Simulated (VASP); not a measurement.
# Hg (Pm-3m) in VASP: further runs

Runs on Hg. Level: PBE. Tasks: single point.

Program: VASP 6.6.1. These are calculated values, not measurements. Logs are shortened: lines on timing, memory, paths and dates and some standing lists are left out, and cuts for length are marked.

### Step 1. The cell of the first run

Symmetry: Pm-3m, No. 221, cubic system. The conventional cell has a = 2.340 Å, b = 2.340 Å, c = 2.340 Å, α = 90.00°, β = 90.00°, γ = 90.00°. Within 3.1 Å of Hg (site symmetry m-3m) lie 6 Hg at 2.34 Å.

### Step 2. Single point, PBE (volume scaled by 0.43)

File INCAR:

```
SYSTEM = Hg
PREC = Accurate ; ENCUT = 500
EDIFF = 1E-6 ; ISMEAR = -1
SIGMA = 0.08 ; LREAL = .FALSE.
LASPH = .TRUE. ; NELM = 120
ALGO = Normal ; ISIF = 2
LWAVE = .FALSE. ; LCHARG = .FALSE.
GGA = PE ; NBANDS = 12
GGA_COMPAT = .FALSE.
```

File KPOINTS:

```
Automatic mesh
0
G
  12 12 12
  0 0 0
```

File POSCAR:

```
Hg
1.0
    2.3402918708      0.0000000000      0.0000000000
    0.0000000000      2.3402918708      0.0000000000
    0.0000000000      0.0000000000      2.3402918708
Hg
1
Direct
    0.0000000000      0.0000000000      0.0000000000
```

Potentials or basis: VASP PAW PBE potentials, release 64 (Hg).

Command:

```
> cat potpaw_PBE.64/Hg/POTCAR > POTCAR
> mpirun -np 1 vasp_std > vasp.out
```

OUTCAR:

```text
SYSTEM = Hg
   PREC = Accurate
   ENCUT = 500
   EDIFF = 1E-6
   ISMEAR = -1
   LREAL = .FALSE.
   LASPH = .TRUE.
   NELM = 120
   ISIF = 2
   GGA = PE

 ion  position               nearest neighbor table
   1  0.000  0.000  0.000-

  LATTYP: Found a simple cubic cell.
 ALAT       =     2.3402918708

  Lattice vectors:

 A1 = (   2.3402918708,   0.0000000000,   0.0000000000)
 A2 = (   0.0000000000,   2.3402918708,   0.0000000000)
 A3 = (   0.0000000000,   0.0000000000,   2.3402918708)

Analysis of symmetry for initial positions (statically):
=====================================================================
 Subroutine PRICEL returns:
 Original cell was already a primitive cell.

 Routine SETGRP: Setting up the symmetry group for a
 simple cubic supercell.

 Subroutine GETGRP returns: Found 48 space group operations
 (whereof 48 operations were pure point group operations)
 out of a pool of 48 trial point group operations.

The static configuration has the point symmetry O_h .

Analysis of symmetry for dynamics (positions and initial velocities):
=====================================================================
 Subroutine PRICEL returns:
 Original cell was already a primitive cell.

 Routine SETGRP: Setting up the symmetry group for a
 simple cubic supercell.

 Subroutine GETGRP returns: Found 48 space group operations
 (whereof 48 operations were pure point group operations)
 out of a pool of 48 trial point group operations.

The dynamic configuration has the point symmetry O_h .

 Subroutine INISYM returns: Found 48 space group operations
 (whereof 48 operations are pure point group operations),
 and found     1 'primitive' translations

----------------------------------------------------------------------------------------

                                     Primitive cell

  volume of cell :      12.8177

  direct lattice vectors                    reciprocal lattice vectors
     2.340291871  0.000000000  0.000000000     0.427297130  0.000000000  0.000000000
     0.000000000  2.340291871  0.000000000     0.000000000  0.427297130  0.000000000
     0.000000000  0.000000000  2.340291871     0.000000000  0.000000000  0.427297130

  length of vectors
     2.340291871  2.340291871  2.340291871     0.427297130  0.427297130  0.427297130

  position of ions in fractional coordinates (direct lattice)
     0.000000000  0.000000000  0.000000000

  ion indices of the primitive-cell ions
   primitive index   ion index
                 1           1

----------------------------------------------------------------------------------------

 KPOINTS: Automatic mesh

Automatic generation of k-mesh.
 Grid dimensions read from file:
 generate k-points for:   12   12   12

 Generating k-lattice:

  Cartesian coordinates                     Fractional coordinates (reciprocal lattice)
     0.035608094  0.000000000  0.000000000     0.083333333  0.000000000  0.000000000
     0.000000000  0.035608094  0.000000000     0.000000000  0.083333333  0.000000000
     0.000000000  0.000000000  0.035608094     0.000000000  0.000000000  0.083333333

  Length of vectors
     0.035608094  0.035608094  0.035608094

  Shift w.r.t. Gamma in fractional coordinates (k-lattice)
     0.000000000  0.000000000  0.000000000

 Subroutine IBZKPT returns following result:
 ===========================================

 Found     84 irreducible k-points:

 Following reciprocal coordinates:
            Coordinates               Weight
  0.000000  0.000000  0.000000      1.000000
  0.083333  0.000000  0.000000      6.000000
  0.166667  0.000000  0.000000      6.000000
  0.250000  0.000000  0.000000      6.000000
  0.333333  0.000000  0.000000      6.000000
  0.416667  0.000000  0.000000      6.000000
[... 16 lines left out ...]
  0.333333  0.333333  0.000000     12.000000
  0.416667  0.333333  0.000000     24.000000
 [... further k-points ...]
   k-points           NKPTS =     84   k-points in BZ     NKDIM =     84   number of bands    NBANDS=     12
   number of dos      NEDOS =    301   number of ions     NIONS =      1
   total plane-waves  NPLWV =   5832
   dimension x,y,z NGX =    18 NGY =   18 NGZ =   18
   dimension x,y,z NGXF=    36 NGYF=   36 NGZF=   36
   ions per type =               1
   NGX,Y,Z   is equivalent  to a cutoff of  12.79, 12.79, 12.79 a.u.
   NGXF,Y,Z  is equivalent  to a cutoff of  25.57, 25.57, 25.57 a.u.
 SYSTEM =  Hg
   PREC   = accura    normal or accurate (medium, high low for compatibility)
   ISTART =      0    job   : 0-new  1-cont  2-samecut
   ICHARG =      2    charge: 1-file 2-atom 10-const
   ISPIN  =      1    spin polarized calculation?
   LNONCOLLINEAR =      F non collinear calculations
   LSORBIT =      F    spin-orbit coupling
   LASPH  =      T    aspherical Exc in radial PAW
   ENCUT  =  500.0 eV  36.75 Ry    6.06 a.u.   4.27  4.27  4.27*2*pi/ulx,y,z
   NELM   =    120;   NELMIN=  2; NELMDL= -5     # of ELM steps
   EDIFF  = 0.1E-05   stopping-criterion for ELM
   LREAL  =      F    real-space projection
   EDIFFG = 0.1E-04   stopping-criterion for IOM
   NSW    =      0    number of steps for IOM
   IBRION =     -1    ionic relax: 0-MD 1-quasi-New 2-CG
   NFREE  =      0    steps in history (QN), initial steepest desc. (CG)
   ISIF   =      2    stress and relaxation
   ISYM   =      2    0-nonsym 1-usesym 2-fastsym
   POTIM  = 0.5000    time-step for ionic-motion
   TEBEG  =    0.0;   TEEND  =   0.0 temperature during run
   PSTRESS=    0.0 pullay stress
   NELECT =      12.0000    total number of electrons
   NUPDOWN=      -1.0000    fix difference up-down
   EMIN   =  10.00;   EMAX   =-10.00  energy-range for DOS
   EFERMI =   0.00;   METHOD = LEGACY
   ISMEAR =    -1;   SIGMA  =   0.08  broadening in eV -4-tet -1-fermi 0-gaus
   EFERMI_NEDOS =   21; number of points for ismear=-14 and -15
   IALGO  =     38    algorithm
   IMIX   =      4    mixing-type and parameters
     AMIX     =   0.40;   BMIX     =  1.00
     AMIX_MAG =   1.60;   BMIX_MAG =  1.00
  volume/ion in A,a.u.               =      12.82        86.50
  Fermi-wavevector in a.u.,A,eV,Ry     =   1.601518  3.026431 34.897048  2.564861
  Thomas-Fermi vector in A             =   2.698484
   LORBIT       =      0    0 simple, 1 ext, 2 COOP (PROOUT), +10 PAW based schemes
   GGA     = PE    functional components
   LHFCALC =     F    Hartree Fock is set to
   AEXX    =    0.0000 exact exchange contribution
   IVDW    =     0    specifies the selected vdW correction
   LEPSILON=     F    determine dielectric tensor
   LRPA    =     F    only Hartree local field effects (RPA)
 non-spin polarized calculation
  energy-cutoff  :      500.00
  volume of cell :       12.82
 maximum number of plane-waves:       341
 NGX is ok and might be reduce to    18
   NGX =  9   NGY =  9   NGZ =  9

 number of electron      11.9999996 magnetization

 Free energy of the ion-electron system (eV)
  ---------------------------------------------------
  ext. energy  EPLUGINS =         0.00000000
  ---------------------------------------------------
  free energy    TOTEN  =         5.30964868 eV

  energy without entropy =        5.31654036  energy(sigma->0) =        5.31309452

 E-fermi :  11.0477     XC(G=0): -14.4004

 val. band max:       11.0300054768   @ k =   0.5000   0.3333   0.1667
 cond. band min:      11.1436578148   @ k =   0.5000   0.2500   0.2500
 fundamental gap:      0.1136523379
 Fermi energy:        11.0477143216

 k-point     1 :       0.0000    0.0000    0.0000
  band No.  band energies     occupation
      1      -5.9136      2.00000
      2      -4.3052      2.00000
      3      -4.3052      2.00000
      4       3.6083      2.00000
      5       3.6083      2.00000
      6       3.6083      2.00000
      7      24.3842      0.00000
      8      24.3842      0.00000
      9      24.3842      0.00000
     10      31.2414      0.00000
     11      33.7225      0.00000
     12      33.7225      0.00000

 k-point     2 :       0.0833    0.0000    0.0000
  band No.  band energies     occupation
      1      -5.6670      2.00000
      2      -4.2587      2.00000
      3      -4.0384      2.00000
      4       3.3784      2.00000
      5       3.3784      2.00000
      6       3.6268      2.00000
      7      22.6174      0.00000
      8      24.8259      0.00000
      9      24.8259      0.00000
     10      32.0789      0.00000
     11      32.7739      0.00000
     12      35.0320      0.00000

 k-point     3 :       0.1667    0.0000    0.0000
  band No.  band energies     occupation
      1      -5.1076      2.00000
      2      -4.1295      2.00000
      3      -3.1180      2.00000
      4       2.7856      2.00000
      5       2.7856      2.00000
      6       3.6777      2.00000
      7      19.4885      0.00000
      8      26.0389      0.00000
      9      26.0389      0.00000
     10      30.8271      0.00000
     11      32.4536      0.00000
     12      38.8482      0.00000
[... 286 lines left out ...]
 k-point    23 :       0.3333    0.3333    0.0000
  band No.  band energies     occupation
      1      -3.1546      2.00000
      2      -2.7729      2.00000
      3       1.5468      2.00000
      4       1.6477      2.00000
      5       1.8012      2.00000
      6       4.2309      2.00000
      7      15.1980      0.00000
      8      19.2463      0.00000
      9      26.4868      0.00000
     10      32.6259      0.00000
     11      34.4589      0.00000
     12      36.2979      0.00000

 k-point    24 :       0.4167    0.3333    0.0000
  band No.  band energies     occupation
      1      -3.3478      2.00000
      2      -2.8945      2.00000
      3       1.2795      2.00000
      4       1.8172      2.00000
      5       2.3556      2.00000
      6       6.6491      2.00000
      7      12.8596      0.00000
      8      20.1275      0.00000
      9      24.3851      0.00000
     10      31.7855      0.00000
     11      35.1716      0.00000
     12      35.9784      0.00000

 [... further k-points ...]

------------------------ aborting loop because EDIFF is reached ----------------------------------------

  FORCE on cell =-STRESS in cart. coord.  units (eV):
  Direction    XX          YY          ZZ          XY          YZ          ZX
  --------------------------------------------------------------------------------------
  -------------------------------------------------------------------------------------
  Total       21.6292378     21.6292378     21.6292378      0.0000000      0.0000000     -0.0000000
  in kB     2703.5955649   2703.5955649   2703.5955649      0.0000000      0.0000000     -0.0000000
  external PRESSURE =    2703.5955649 kB  Pullay stress =       0.0000000 kB

 VOLUME and BASIS-vectors are now :
 -----------------------------------------------------------------------------
  energy-cutoff  :      500.00
  volume of cell :       12.82
      direct lattice vectors                 reciprocal lattice vectors
     2.340291871  0.000000000  0.000000000     0.427297130  0.000000000  0.000000000
     0.000000000  2.340291871  0.000000000     0.000000000  0.427297130  0.000000000
     0.000000000  0.000000000  2.340291871     0.000000000  0.000000000  0.427297130

 POSITION                                       TOTAL-FORCE (eV/Angst)
 -----------------------------------------------------------------------------------
      0.00000      0.00000      0.00000         0.000000      0.000000      0.000000
 -----------------------------------------------------------------------------------
    total drift:                                0.000000      0.000000      0.000000

  FREE ENERGIE OF THE ION-ELECTRON SYSTEM (eV)
  ---------------------------------------------------
  free  energy   TOTEN  =         5.3096486757 eV

  energy  without entropy=        5.3165403561  energy(sigma->0) =        5.31309452
```

It took 14 s on 1 thread of Intel Xeon 8259CL, shared host; peak memory 0.13 GiB.

Results:

- Free energy: 5.3096 eV
- Pressure: 270.4 GPa
- Band gap on the k mesh: zero (band 6 reaches 17.06 eV, above the bottom of band 7 at 10.10 eV)

Caveat: spin-orbit coupling is left out, which moves the levels of the heavy elements.

### Step 3. Single point, PBE (volume scaled by 0.43, partial waves polarizable)

File INCAR:

```
  ALGO = Normal
  EDIFF = 1E-6
  ENCUT = 500
  GGA = PE
  GGA_COMPAT = False
  ISIF = 2
  ISMEAR = -1
  LASPH = True
  LCHARG = False
  LREAL = False
  LWAVE = False
  NBANDS = 12
  NELM = 120
  PREC = Accurate
  SIGMA = 0.08
```

File KPOINTS:

```
k-points
0
Gamma
  12 12 12
```

POSCAR is that of step 2.

Potentials or basis: VASP PAW PBE potentials, release 64 (Hg).

Command:

```
> cat potpaw_PBE.64/Hg/POTCAR > POTCAR
> mpirun -np 1 vasp_std > vasp.out
```

Run time: 14 s. Hardware: 1 thread of Intel Xeon 8259CL, shared host; peak memory 0.13 GiB.

Results (log left out):

```
Free energy            : 5.3096 eV
Pressure               : 270.4 GPa
Band gap on the k mesh : zero (band 6 reaches 17.06 eV, above the bottom of band 7 at 10.10 eV)
```

Levels at points of the mesh, in eV from the Fermi level:
| k point | band 2 | band 3 | band 4 | band 5 | band 6 | band 7 | band 8 | band 9 | band 10 | band 11 |
| --- | --- | --- | --- | --- | --- | --- | --- | --- | --- | --- |
| (0.00, 0.00, 0.00) | -15.35 | -15.35 | -7.44 | -7.44 | -7.44 | 13.34 | 13.34 | 13.34 | 20.19 | 22.67 |
| (0.50, 0.00, 0.00) | -14.47 | -10.30 | -10.30 | -7.16 | -7.04 | -0.95 | 14.84 | 19.41 | 21.40 | 21.40 |
| (0.50, 0.50, 0.00) | -13.64 | -9.79 | -9.79 | -5.22 | -0.46 | -0.46 | 6.73 | 9.80 | 22.32 | 22.32 |
| (0.50, 0.50, 0.50) | -14.16 | -14.16 | -5.03 | -5.03 | 5.72 | 7.17 | 7.17 | 7.17 | 17.20 | 17.23 |

Caveat: spin-orbit coupling is left out, which moves the levels of the heavy elements.
